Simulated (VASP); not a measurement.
# HC18O: single point with PBE

HC18O, a slab with vacuum:

```
C O H
1.0
     7.39800    0.00000    0.00000
    -3.69900    6.40686    0.00000
     0.00000    0.00000   11.00000
C O H
18 1 1
Direct
  0.97378 0.98688 0.08439
  0.19390 0.09874 0.09230
  0.97270 0.31964 0.07907
  0.19480 0.43068 0.07954
  0.97376 0.65347 0.08435
  0.19386 0.76169 0.09224
  0.30594 0.98621 0.13000
  0.53062 0.09859 0.09316
  0.30560 0.31883 0.08444
  0.52859 0.43148 0.08617
  0.30560 0.65334 0.08442
  0.52858 0.76370 0.08619
  0.63903 0.98661 0.08487
  0.86183 0.09762 0.07966
  0.63902 0.31898 0.08485
  0.86182 0.43077 0.07964
  0.63958 0.65309 0.08549
  0.86115 0.76388 0.08598
  0.29480 0.98013 0.26690
  0.43758 0.05493 0.29724
```

- Program: VASP 6.6.1
- Task: single point
- Functional: PBE
- Potentials or basis: VASP PAW PBE potentials, release 64 (C, O, H)
- Cutoff: 520 eV
- k mesh: 2 × 2 × 1
- Occupations: gaussian, width 0.02 eV
- Spin: collinear spin, zero start
- Starting moments: [0.0, 0.0, 0.0, 0.0, 0.0, 0.0, 0.0, 0.0, 0.0, 0.0, 0.0, 0.0, 0.0, 0.0, 0.0, 0.0, 0.0, 0.0, 0.0, 0.0] μB

```json
{
  "Largest force": "0.099 eV/Å",
  "Net moment": "0.00 μB per cell",
  "Valence electrons inside the program's atomic spheres": "C 2.64, 2.63, 2.66, 2.51, 2.65 (each value once); O 5.10; H 0.75"
}
```

Forces on the atoms (eV/Å):
```
C   -0.003 -0.006  0.001
C    0.015 -0.010 -0.003
C    0.001  0.002 -0.004
C    0.001  0.002 -0.007
C    0.005  0.007  0.002
C   -0.004  0.016 -0.005
C   -0.013 -0.003 -0.075
C   -0.003 -0.002 -0.004
C    0.004 -0.001 -0.002
C   -0.002 -0.008  0.004
C   -0.002  0.003  0.002
C    0.003  0.001 -0.001
C    0.004 -0.008  0.006
C    0.003 -0.003 -0.003
C   -0.009  0.002 -0.003
C   -0.002 -0.001 -0.008
C    0.000  0.006  0.003
C   -0.006  0.000 -0.003
O   -0.061 -0.041  0.049
H    0.071  0.047  0.051
```

Levels at points of the mesh, in eV from the Fermi level:
Spin up:
```
           k point  band 38  band 39  band 40  band 41  band 42  band 43
(0.00, 0.00, 0.00)    -1.77     0.34     0.46     0.53     2.08     3.58
(0.50, 0.00, 0.00)    -2.00    -1.72    -0.09     2.22     2.83     2.88
(0.00, 0.50, 0.00)    -2.10    -1.63    -0.11     2.24     2.81     2.93
(0.50, 0.50, 0.00)    -2.11    -1.62    -0.11     2.24     2.81     2.93
```
Spin down:
```tsv
k point	band 37	band 38	band 39	band 40	band 41	band 42	band 43	band 44
(0.00, 0.00, 0.00)	-2.08	-1.77	0.34	0.46	0.53	2.08	3.58	4.81
(0.50, 0.00, 0.00)	-2.20	-2.00	-1.72	-0.09	2.22	2.83	2.88	3.06
(0.00, 0.50, 0.00)	-2.16	-2.10	-1.63	-0.11	2.24	2.81	2.93	3.04
(0.50, 0.50, 0.00)	-2.16	-2.11	-1.62	-0.11	2.24	2.81	2.93	3.03
```

Run time: 6.8 min on 1 thread of Intel(R) Xeon(R) 6975P-C (Granite Rapids) (shared host), peak memory 0.81 GiB.

Caveat: the k points lie up to 0.49 Å⁻¹ apart.
